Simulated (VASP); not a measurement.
# Si (P6_3/mmc) in VASP: notebook, part 2 of 3

VASP 6.6.1. The steps go on from the part before.

## (4) Electric field gradients, PBEsol (14.90 Å³/atom)

This run uses another cell than the first one, of 14.90 Å³/atom.

Contents of INCAR:

```
  ALGO = Normal
  EDIFF = 1E-8
  ENCUT = 400
  GGA = PS
  GGA_COMPAT = F
  ISIF = 2
  ISMEAR = -1
  LASPH = T
  LCHARG = F
  LEFG = T
  LREAL = F
  LWAVE = F
  NBANDS = 11
  NELM = 120
  PREC = Accurate
  SIGMA = 0.05
```

Contents of KPOINTS:

```
k-points
0
Gamma
  15 15 8
```

Contents of POSCAR:

```
Si
1.0
    2.7249406484      0.0000000000      0.0000000000
   -1.3624703242      2.3598678253      0.0000000000
    0.0000000000      0.0000000000      4.6327345904
Si
2
Direct
    0.3333333333      0.6666666667      0.2500000000
    0.6666666667      0.3333333333      0.7500000000
```

Potentials or basis: VASP PAW PBE potentials, release 64 (Si).

Started as:

```console
cat potpaw_PBE.64/Si/POTCAR > POTCAR
mpirun -np 1 vasp_std > vasp.out
```

OUTCAR:

```text
EDIFF = 1E-8
   ENCUT = 400
   GGA = PS
   ISIF = 2
   ISMEAR = -1
   LASPH = T
   LREAL = F
   NELM = 120
   PREC = Accurate

 ion  position               nearest neighbor table
   1  0.333  0.667  0.250-   2 2.80   2 2.80   2 2.80   2 2.80   2 2.80   2 2.80
   2  0.667  0.333  0.750-   1 2.80   1 2.80   1 2.80   1 2.80   1 2.80   1 2.80

  LATTYP: Found a hexagonal cell.
 ALAT       =     2.7249406484
 C/A-ratio  =     1.7001231176

  Lattice vectors:

 A1 = (   2.7249406484,   0.0000000000,   0.0000000000)
 A2 = (  -1.3624703242,   2.3598678253,   0.0000000000)
 A3 = (   0.0000000000,   0.0000000000,   4.6327345904)

Analysis of symmetry for initial positions (statically):
=====================================================================
 Subroutine PRICEL returns:
 Original cell was already a primitive cell.

 Routine SETGRP: Setting up the symmetry group for a
 hexagonal supercell.

 Subroutine GETGRP returns: Found 24 space group operations
 (whereof 12 operations were pure point group operations)
 out of a pool of 24 trial point group operations.

The static configuration has the point symmetry D_3d.
 The point group associated with its full space group is D_6h.

Analysis of symmetry for dynamics (positions and initial velocities):
=====================================================================
 Subroutine PRICEL returns:
 Original cell was already a primitive cell.

 Routine SETGRP: Setting up the symmetry group for a
 hexagonal supercell.

 Subroutine GETGRP returns: Found 24 space group operations
 (whereof 12 operations were pure point group operations)
 out of a pool of 24 trial point group operations.

The dynamic configuration has the point symmetry D_3d.
 The point group associated with its full space group is D_6h.

 Subroutine INISYM returns: Found 24 space group operations
 (whereof 12 operations are pure point group operations),
 and found     1 'primitive' translations

----------------------------------------------------------------------------------------

                                     Primitive cell

  volume of cell :      29.7908

  direct lattice vectors                    reciprocal lattice vectors
     2.724940648  0.000000000  0.000000000     0.366980470  0.211876273  0.000000000
    -1.362470324  2.359867825  0.000000000     0.000000000  0.423752546  0.000000000
     0.000000000  0.000000000  4.632734590     0.000000000  0.000000000  0.215855232

  length of vectors
     2.724940648  2.724940648  4.632734590     0.423752546  0.423752546  0.215855232

  position of ions in fractional coordinates (direct lattice)
     0.333333333  0.666666667  0.250000000
     0.666666667  0.333333333  0.750000000

  ion indices of the primitive-cell ions
   primitive index   ion index
                 1           1
                 2           2

----------------------------------------------------------------------------------------

 KPOINTS: k-points

Automatic generation of k-mesh.
 Grid dimensions read from file:
 generate k-points for:   15   15    8

 Generating k-lattice:
[... 80 lines left out ...]
   IMIX   =      4    mixing-type and parameters
     AMIX     =   0.40;   BMIX     =  1.00
     AMIX_MAG =   1.60;   BMIX_MAG =  1.00
  volume/ion in A,a.u.               =      14.90       100.52
  Fermi-wavevector in a.u.,A,eV,Ry     =   1.056195  1.995919 15.177951  1.115548
  Thomas-Fermi vector in A             =   2.191422
   LORBIT       =      0    0 simple, 1 ext, 2 COOP (PROOUT), +10 PAW based schemes
   GGA     = PS    functional components
   LHFCALC =     F    Hartree Fock is set to
   AEXX    =    0.0000 exact exchange contribution
   IVDW    =     0    specifies the selected vdW correction
   LEPSILON=     F    determine dielectric tensor
   LRPA    =     F    only Hartree local field effects (RPA)
 non-spin polarized calculation
  energy-cutoff  :      400.00
  volume of cell :       29.79
 maximum number of plane-waves:       561
 NGX is ok and might be reduce to    18
   NGX =  9   NGY =  9   NGZ = 15

 number of electron       8.0000001 magnetization

 Free energy of the ion-electron system (eV)
  ---------------------------------------------------
  ext. energy  EPLUGINS =         0.00000000
  ---------------------------------------------------
  free energy    TOTEN  =       -10.71826109 eV

  energy without entropy =      -10.71086982  energy(sigma->0) =      -10.71456545

 E-fermi :   9.7487     XC(G=0): -11.1295

 val. band max:        9.7443621630   @ k =   0.4000   0.0667   0.0000
 cond. band min:       9.7596585307   @ k =   0.3333   0.2000   0.1250
 fundamental gap:      0.0152963677
 Fermi energy:         9.7486871020

 k-point     1 :       0.0000    0.0000    0.0000
  band No.  band energies     occupation
      1      -4.4503      2.00000
      2       1.6633      2.00000
      3       2.8046      2.00000
      4      18.2967      0.00000
      5      18.2967      0.00000
      6      19.6706      0.00000
      7      19.6706      0.00000
      8      19.6737      0.00000
      9      20.4804      0.00000
     10      22.6306      0.00000
     11      23.1956      0.00000
[... 309 lines left out ...]
 k-point    24 :       0.4000    0.2000    0.0000
  band No.  band energies     occupation
      1       2.4287      2.00000
      2       3.0426      2.00000
      3       7.7711      2.00000
      4       8.5292      2.00000
      5       8.8158      2.00000
      6       8.9693      2.00000
      7      10.3924      0.00001
      8      13.3842      0.00000
      9      15.3081      0.00000
     10      22.1396      0.00000
     11      25.6348      0.00000

 [... further k-points ...]

------------------------ aborting loop because EDIFF is reached ----------------------------------------

  FORCE on cell =-STRESS in cart. coord.  units (eV):
  Direction    XX          YY          ZZ          XY          YZ          ZX
  --------------------------------------------------------------------------------------
  -------------------------------------------------------------------------------------
  Total       -1.0320634     -1.0320634     -0.9199301      0.0000000      0.0000000      0.0000000
  in kB      -55.5053446    -55.5053446    -49.4747115      0.0000000      0.0000000      0.0000000
  external PRESSURE =     -53.4951335 kB  Pullay stress =       0.0000000 kB

 VOLUME and BASIS-vectors are now :
 -----------------------------------------------------------------------------
  energy-cutoff  :      400.00
  volume of cell :       29.79
      direct lattice vectors                 reciprocal lattice vectors
     2.724940648  0.000000000  0.000000000     0.366980470  0.211876273  0.000000000
    -1.362470324  2.359867825  0.000000000     0.000000000  0.423752546  0.000000000
     0.000000000  0.000000000  4.632734590     0.000000000  0.000000000  0.215855232

 POSITION                                       TOTAL-FORCE (eV/Angst)
 -----------------------------------------------------------------------------------
     -0.00000      1.57325      1.15818         0.000000      0.000000      0.000000
      1.36247      0.78662      3.47455        -0.000000      0.000000      0.000000
 -----------------------------------------------------------------------------------
    total drift:                               -0.000000      0.000000      0.000000

  FREE ENERGIE OF THE ION-ELECTRON SYSTEM (eV)
  ---------------------------------------------------
  free  energy   TOTEN  =       -10.7182610857 eV

  energy  without entropy=      -10.7108698173  energy(sigma->0) =      -10.71456545

 Electric field gradients (V/A^2)
---------------------------------------------------------------------
 ion       V_xx      V_yy      V_zz      V_xy      V_xz      V_yz
---------------------------------------------------------------------
   1      -0.995    -0.996     1.991    -0.000     0.000    -0.000
   2      -0.995    -0.996     1.991    -0.000    -0.000     0.000
---------------------------------------------------------------------

 Electric field gradients after diagonalization (V/A^2)
 (convention: |V_zz| > |V_xx| > |V_yy|)
----------------------------------------------------------------------
 ion       V_xx      V_yy      V_zz     asymmetry (V_yy - V_xx)/ V_zz
----------------------------------------------------------------------
   1      -0.996    -0.995     1.991       0.000
   2      -0.996    -0.995     1.991       0.000
----------------------------------------------------------------------

           NMR quadrupolar parameters

 Cq : quadrupolar parameter    Cq=e*Q*V_zz/h
 eta: asymmetry parameters     (V_yy - V_xx)/ V_zz
 Q  : nuclear electric quadrupole moment in mb (millibarn)
----------------------------------------------------------------------
 ion       Cq(MHz)       eta       Q (mb)
----------------------------------------------------------------------
   1       0.005       0.000       1.000
   2       0.005       0.000       1.000
----------------------------------------------------------------------
```

stdout:

```text
POSCAR found type information on POSCAR Si
 POSCAR found :  1 types and       2 ions
 scaLAPACK will be used
 -----------------------------------------------------------------------------
|                                                                             |
|                                                                             |
|     You enforced a specific xc type in the INCAR file but a different       |
|     I HOPE YOU KNOW WHAT YOU ARE DOING!                                     |
|                                                                             |
 -----------------------------------------------------------------------------

 LDA part: xc-table for (Slater+PW92), standard interpolation
 POSCAR, INCAR and KPOINTS ok, starting setup
 FFT: planning ... GRIDC
 FFT: planning ... GRID_SOFT
 FFT: planning ... GRID
 WAVECAR not read
 entering main loop
ion   1

ion   2
```

Run time: 16 s. Hardware: 1 thread of Intel Xeon Platinum 8375C at 2.90GHz (Ice Lake), shared host; peak memory 0.14 GiB.

What came out:

- Free energy: -10.7183 eV
- Pressure: -5.3 GPa
- Band gap on the k mesh: zero (bands 4 and 5 overlap by 12.01 eV)
- Largest electric field gradient by atom: Si +2.0 V/Å²

Electric field gradients, principal values (V/Å²):
```tsv
atom	least	middle	greatest (by size)
1 Si	-0.995	-0.996	1.991
2 Si	-0.995	-0.996	1.991
```

Caveat: the cell stands under tension; without QUAD_EFG the Cq values of the log hold for a quadrupole moment of 1 mb, not for the nuclei; the PAW data sets were made with another functional, which shifts forces and pressure a little.

(Continued in part 3 of 3.)

The gap in the log of VASP goes by the Fermi energy; the results here count the filled bands.